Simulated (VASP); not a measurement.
Input of a VASP 6.6.1 run:

The input INCAR:

```
ALGO = Normal
EDIFF = 1E-6
ENCUT = 520
GGA = PE
ISIF = 2
ISMEAR = 0
LASPH = T
LCHARG = F
LREAL = F
LWAVE = F
NBANDS = 30
NELM = 60
PREC = Accurate
SIGMA = 0.05
```

The input KPOINTS:

```
k-points
0
Gamma
  6 6 1
```

The input POSCAR:

```
Be12Ga
1.0
    4.5800000000      0.0000000000      0.0000000000
    2.2900000000      3.9663960000      0.0000000000
    0.0000000000      0.0000000000     15.5884300000
Be Ga
12 1
Direct
    0.0000000000      0.0000000000      0.0641500780
    0.5000000000      0.0000000000      0.0641500780
    0.0000000000      0.5000000000      0.0641500780
    0.5000000000      0.5000000000      0.0641500780
   -0.1655894849      0.3314086642      0.1816367652
    0.3347244706      0.3305728929      0.1808824878
   -0.1685741553      0.8345076992      0.1815870489
    0.3341322025      0.8345513156      0.1815445815
   -0.0000743803      0.0001863152      0.2987285442
    0.5001291922     -0.0001636246      0.3031047386
   -0.0011235440      0.4984479613      0.2965805408
    0.5026758889      0.4985281349      0.2964447991
    0.1929321581      0.6171723650      0.4405795196
```

Potentials or basis: VASP PAW PBE potentials, release 64 (Be, Ga_d).

Launch:

```console
$ cat potpaw_PBE.64/Be/POTCAR potpaw_PBE.64/Ga_d/POTCAR > POTCAR
$ mpirun -np 1 vasp_std > vasp.out
```

Problem. What does it give for the band gap on the k mesh?

Solution. Zero (an odd number of electrons rules out a gap without spin polarisation).

Problem. Predict the largest force.

Solution. 0.125 eV/Å.

Forces on the atoms (eV/Å):
```
Be  -0.001  0.098  0.007
Be   0.001 -0.029  0.025
Be  -0.115 -0.038 -0.025
Be   0.116 -0.039 -0.027
Be  -0.001  0.001 -0.002
Be   0.000  0.000  0.002
Be  -0.001 -0.001  0.000
Be   0.000 -0.001  0.000
Be   0.000  0.001  0.002
Be  -0.001 -0.001  0.004
Be  -0.002  0.001  0.003
Be   0.004 -0.002  0.005
Ga   0.000  0.010  0.005
```

Caveat: there is no dipole correction, which matters where the two faces differ.
